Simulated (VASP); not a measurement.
# As (Cmce) in VASP: relaxation of cell and atoms with PBEsol

Aim: the relaxation of cell and atoms of As with PBEsol.

Program: VASP 6.6.1. These are calculated values, not measurements. Logs are shortened: lines on timing, memory, paths and dates and some standing lists are left out, and cuts for length are marked.

**1. The cell of the first run**

The structure is orthorhombic, space group Cmce (No. 64). The conventional cell has a = 3.731 Å, b = 10.880 Å, c = 4.277 Å, α = 90.00°, β = 90.00°, γ = 90.00°. As (site symmetry m) has 5 As at 2.48 to 3.21 Å within 3.3 Å.

**2. Relaxation of cell and atoms, PBEsol**

The input, INCAR:

```
PREC = Accurate
ENCUT = 600
EDIFF = 1E-7
ISMEAR = 0
SIGMA = 0.1
LREAL = F
LASPH = T
NELM = 100
ALGO = Normal
ISIF = 3
LWAVE = F
LCHARG = F
GGA = PS
IBRION = 2
NSW = 100
EDIFFG = -0.005
```

The input, KPOINTS:

```
Automatic mesh
0
Gamma
  12 12 10
```

The input, POSCAR:

```
As
1.0
    1.8653246036     -5.4397520256      0.0000000000
    1.8653246036      5.4397520256      0.0000000000
    0.0000000000      0.0000000000      4.2765938264
As
4
Direct
    0.1119999260      0.8880000740      0.9447394847
    0.6119999260      0.3880000740      0.5552605153
    0.8880000740      0.1119999260      0.0552605153
    0.3880000740      0.6119999260      0.4447394847
```

Potentials or basis: VASP PAW PBE potentials, release 64 (As).

On the command line:

```
> cat potpaw_PBE.64/As/POTCAR > POTCAR
> mpirun -np 1 vasp_std > vasp.out
```

OUTCAR:

```text
PREC = Accurate
   ENCUT = 600
   EDIFF = 1E-7
   ISMEAR = 0
   LREAL = F
   LASPH = T
   NELM = 100
   ISIF = 3
   GGA = PS
   IBRION = 2
   NSW = 100
   EDIFFG = -0.005

 ion  position               nearest neighbor table
   1  0.112  0.888  0.945-   3 2.48   2 2.50   2 2.50
   2  0.612  0.388  0.555-   4 2.48   1 2.50   1 2.50
   3  0.888  0.112  0.055-   1 2.48   4 2.50   4 2.50
   4  0.388  0.612  0.445-   2 2.48   3 2.50   3 2.50

  LATTYP: Found a base centered orthorhombic cell.
 ALAT       =     3.7306492072
 B/A-ratio  =     2.9162495445
 C/A-ratio  =     1.1463403791

  Lattice vectors:

 A1 = (   1.8653246036,  -5.4397520256,   0.0000000000)
 A2 = (   1.8653246036,   5.4397520256,   0.0000000000)
 A3 = (   0.0000000000,   0.0000000000,   4.2765938264)

Analysis of symmetry for initial positions (statically):
=====================================================================
 Subroutine PRICEL returns:
 Original cell was already a primitive cell.

 Routine SETGRP: Setting up the symmetry group for a
 base centered orthorhombic supercell.

 Subroutine GETGRP returns: Found  8 space group operations
 (whereof  4 operations were pure point group operations)
 out of a pool of  8 trial point group operations.

The static configuration has the point symmetry C_2h.
 The point group associated with its full space group is D_2h.

Analysis of symmetry for dynamics (positions and initial velocities):
=====================================================================
 Subroutine PRICEL returns:
 Original cell was already a primitive cell.

 Routine SETGRP: Setting up the symmetry group for a
 base centered orthorhombic supercell.

 Subroutine GETGRP returns: Found  8 space group operations
 (whereof  4 operations were pure point group operations)
 out of a pool of  8 trial point group operations.

The dynamic configuration has the point symmetry C_2h.
 The point group associated with its full space group is D_2h.

 Subroutine INISYM returns: Found  8 space group operations
 (whereof  4 operations are pure point group operations),
 and found     1 'primitive' translations

----------------------------------------------------------------------------------------

                                     Primitive cell

  volume of cell :      86.7884

  direct lattice vectors                    reciprocal lattice vectors
     1.865324604 -5.439752026  0.000000000     0.268049861 -0.091915955  0.000000000
     1.865324604  5.439752026  0.000000000     0.268049861  0.091915955  0.000000000
     0.000000000  0.000000000  4.276593826     0.000000000  0.000000000  0.233830951

  length of vectors
     5.750681523  5.750681523  4.276593826     0.283371259  0.283371259  0.233830951

  position of ions in fractional coordinates (direct lattice)
     0.111999926  0.888000074  0.944739485
     0.611999926  0.388000074  0.555260515
     0.888000074  0.111999926  0.055260515
     0.388000074  0.611999926  0.444739485

  ion indices of the primitive-cell ions
   primitive index   ion index
                 1           1
                 2           2
                 3           3
                 4           4

----------------------------------------------------------------------------------------

 KPOINTS: Automatic mesh

Automatic generation of k-mesh.
 Grid dimensions read from file:
 generate k-points for:   12   12   10

 Generating k-lattice:

  Cartesian coordinates                     Fractional coordinates (reciprocal lattice)
     0.022337488 -0.007659663  0.000000000     0.083333333  0.000000000  0.000000000
     0.022337488  0.007659663  0.000000000     0.000000000  0.083333333  0.000000000
     0.000000000  0.000000000  0.023383095     0.000000000  0.000000000  0.100000000

  Length of vectors
     0.023614272  0.023614272  0.023383095

  Shift w.r.t. Gamma in fractional coordinates (k-lattice)
     0.000000000  0.000000000  0.000000000

 Subroutine IBZKPT returns following result:
 ===========================================

 Found    258 irreducible k-points:

 Following reciprocal coordinates:
            Coordinates               Weight
  0.000000  0.000000  0.000000      1.000000
  0.083333  0.000000  0.000000      4.000000
  0.166667  0.000000  0.000000      4.000000
  0.250000  0.000000  0.000000      4.000000
  0.333333  0.000000  0.000000      4.000000
  0.416667  0.000000  0.000000      4.000000
[... 16 lines left out ...]
  0.500000  0.166667  0.000000      4.000000
 -0.416667  0.166667  0.000000      4.000000
 [... further k-points ...]
   k-points           NKPTS =    258   k-points in BZ     NKDIM =    258   number of bands    NBANDS=     14
   number of dos      NEDOS =    301   number of ions     NIONS =      4
   total plane-waves  NPLWV =  82944
   dimension x,y,z NGX =    48 NGY =   48 NGZ =   36
   dimension x,y,z NGXF=    96 NGYF=   96 NGZF=   72
   ions per type =               4
   NGX,Y,Z   is equivalent  to a cutoff of  13.88, 13.88, 13.99 a.u.
   NGXF,Y,Z  is equivalent  to a cutoff of  27.75, 27.75, 27.99 a.u.
 SYSTEM =  unknown system
   PREC   = accura    normal or accurate (medium, high low for compatibility)
   ISTART =      0    job   : 0-new  1-cont  2-samecut
   ICHARG =      2    charge: 1-file 2-atom 10-const
   ISPIN  =      1    spin polarized calculation?
   LNONCOLLINEAR =      F non collinear calculations
   LSORBIT =      F    spin-orbit coupling
   LASPH  =      T    aspherical Exc in radial PAW
   ENCUT  =  600.0 eV  44.10 Ry    6.64 a.u.  11.49 11.49  8.54*2*pi/ulx,y,z
   NELM   =    100;   NELMIN=  2; NELMDL= -5     # of ELM steps
   EDIFF  = 0.1E-06   stopping-criterion for ELM
   LREAL  =      F    real-space projection
   EDIFFG = -.5E-02   stopping-criterion for IOM
   NSW    =    100    number of steps for IOM
   IBRION =      2    ionic relax: 0-MD 1-quasi-New 2-CG
   NFREE  =      1    steps in history (QN), initial steepest desc. (CG)
   ISIF   =      3    stress and relaxation
   ISYM   =      2    0-nonsym 1-usesym 2-fastsym
   POTIM  = 0.5000    time-step for ionic-motion
   TEBEG  =    0.0;   TEEND  =   0.0 temperature during run
   PSTRESS=    0.0 pullay stress
   NELECT =      20.0000    total number of electrons
   NUPDOWN=      -1.0000    fix difference up-down
   EMIN   =  10.00;   EMAX   =-10.00  energy-range for DOS
   EFERMI =   0.00;   METHOD = LEGACY
   ISMEAR =     0;   SIGMA  =   0.10  broadening in eV -4-tet -1-fermi 0-gaus
   EFERMI_NEDOS =   21; number of points for ismear=-14 and -15
   IALGO  =     38    algorithm
   IMIX   =      4    mixing-type and parameters
     AMIX     =   0.40;   BMIX     =  1.00
     AMIX_MAG =   1.60;   BMIX_MAG =  1.00
  volume/ion in A,a.u.               =      21.70       146.42
  Fermi-wavevector in a.u.,A,eV,Ry     =   1.003686  1.896691 13.706300  1.007385
  Thomas-Fermi vector in A             =   2.136253
   LORBIT       =      0    0 simple, 1 ext, 2 COOP (PROOUT), +10 PAW based schemes
   GGA     = PS    functional components
   LHFCALC =     F    Hartree Fock is set to
   AEXX    =    0.0000 exact exchange contribution
   IVDW    =     0    specifies the selected vdW correction
   LEPSILON=     F    determine dielectric tensor
   LRPA    =     F    only Hartree local field effects (RPA)
 conjugate gradient relaxation of ions
 non-spin polarized calculation
 Gauss-broadening in eV      SIGMA  =   0.10
  energy-cutoff  :      600.00
  volume of cell :       86.79
 maximum number of plane-waves:      2935
 NGX is ok and might be reduce to    48
   NGX = 23   NGY = 23   NGZ = 17

--------------------------------------- Ionic step        1  -------------------------------------------

 number of electron      19.9999999 magnetization

 Free energy of the ion-electron system (eV)
  ---------------------------------------------------
  ext. energy  EPLUGINS =         0.00000000
  ---------------------------------------------------
  free energy    TOTEN  =       -20.25314628 eV

  energy without entropy =      -20.25175376  energy(sigma->0) =      -20.25245002

------------------------ aborting loop because EDIFF is reached ----------------------------------------

  FORCE on cell =-STRESS in cart. coord.  units (eV):
  Direction    XX          YY          ZZ          XY          YZ          ZX
  --------------------------------------------------------------------------------------
  -------------------------------------------------------------------------------------
  Total        0.2597512      0.1469726      0.2944926      0.0000000     -0.0000000      0.0000000
  in kB        4.7951987      2.7132233      5.4365512      0.0000000     -0.0000000      0.0000000
  external PRESSURE =       4.3149911 kB  Pullay stress =       0.0000000 kB
[... 251 lines left out ...]
  energy  without entropy=      -20.2526070457  energy(sigma->0) =      -20.25328397

--------------------------------------- Ionic step        8  -------------------------------------------

 number of electron      20.0000000 magnetization

 Free energy of the ion-electron system (eV)
  ---------------------------------------------------
  ext. energy  EPLUGINS =         0.00000000
  ---------------------------------------------------
  free energy    TOTEN  =       -20.25397535 eV

  energy without entropy =      -20.25261836  energy(sigma->0) =      -20.25329686

 E-fermi :   4.9136     XC(G=0): -10.0598

 val. band max:        4.8909223380   @ k =  -0.4167   0.4167   0.0000
 cond. band min:       4.9185519403   @ k =   0.5000   0.4167   0.1000
 fundamental gap:      0.0276296024
 Fermi energy:         4.9136492528

 k-point     1 :       0.0000    0.0000    0.0000
  band No.  band energies     occupation
      1      -9.8931      2.00000
      2      -6.9578      2.00000
      3      -4.2091      2.00000
      4      -1.2788      2.00000
      5      -0.9613      2.00000
      6       0.6643      2.00000
      7       1.6001      2.00000
      8       2.6811      2.00000
      9       2.8914      2.00000
     10       4.0705      2.00000
     11       6.8391      0.00000
     12       7.2902      0.00000
     13       7.3869      0.00000
     14       8.5352      0.00000
[... 375 lines left out ...]
 k-point    24 :      -0.4167    0.1667    0.0000
  band No.  band energies     occupation
      1      -9.0784      2.00000
      2      -6.9422      2.00000
      3      -5.2645      2.00000
      4      -2.5593      2.00000
      5       0.2460      2.00000
      6       1.0007      2.00000
      7       1.6280      2.00000
      8       2.4968      2.00000
      9       2.8996      2.00000
     10       4.1072      2.00000
     11       5.7613      0.00000
     12       6.8132      0.00000
     13       7.1411      0.00000
     14       8.2609      0.00000

 [... further k-points ...]
[... 5 lines left out ...]
  --------------------------------------------------------------------------------------
  -------------------------------------------------------------------------------------
  Total        0.0168748      0.0038812      0.0101211      0.0000000     -0.0000000      0.0000000
  in kB        0.3103418      0.0713775      0.1861356      0.0000000     -0.0000000      0.0000000
  external PRESSURE =       0.1892850 kB  Pullay stress =       0.0000000 kB
[... 19 lines left out ...]
  FREE ENERGIE OF THE ION-ELECTRON SYSTEM (eV)
  ---------------------------------------------------
  free  energy   TOTEN  =       -20.2539753518 eV

  energy  without entropy=      -20.2526183634  energy(sigma->0) =      -20.25329686

 reached required accuracy - stopping structural energy minimisation
```

It took 18 min on 1 thread of AMD EPYC 7R13 (Zen 3), shared host; peak memory 0.49 GiB.

What came out:

- Free energy: -20.2540 eV
- Relaxed volume: 21.78 Å³/atom
- Relaxed cell: a = 5.750 Å, b = 5.750 Å, c = 4.289 Å, α = 90.00°, β = 90.00°, γ = 142.09°
- Space group after relaxing (to 0.1 Å): Cmce (No. 64)
- Energy gained by relaxing: 0.2 meV/atom
- Ionic steps: 8
- Pressure after relaxing: 0.0 GPa
- Band gap on the k mesh: zero (bands 10 and 11 overlap by 0.44 eV)

The path:
| step | energy change (eV) | largest force (eV/Å) | pressure (GPa) | volume (Å³) |
| --- | --- | --- | --- | --- |
| 1 | 0.0000 | 0.0610 | 0.43 | 86.79 |
| 2 | -0.0003 | 0.0435 | -0.36 | 87.52 |
| 3 | -0.0008 | 0.0027 | -0.01 | 87.20 |
| 4 | -0.0008 | 0.0017 | -0.02 | 87.20 |
| 5 | -0.0008 | 0.0075 | -0.01 | 87.18 |
| 6 | -0.0008 | 0.0099 | 0.00 | 87.18 |
| 7 | -0.0008 | 0.0071 | 0.00 | 87.16 |
| 8 | -0.0008 | 0.0013 | 0.02 | 87.12 |

Final structure:
```xyz
4
Lattice="1.8675 -5.4380 0.0000 1.8675 5.4380 0.0000 0.0000 0.0000 4.2892" Properties=species:S:1:pos:R:3 pbc="T T T"
As    1.8675    4.2176    4.0531
As    1.8675   -1.2204    2.3807
As    1.8675   -4.2176    0.2361
As    1.8675    1.2204    1.9085
```

Caveat: the PAW data sets were made with another functional, which shifts forces and pressure a little.
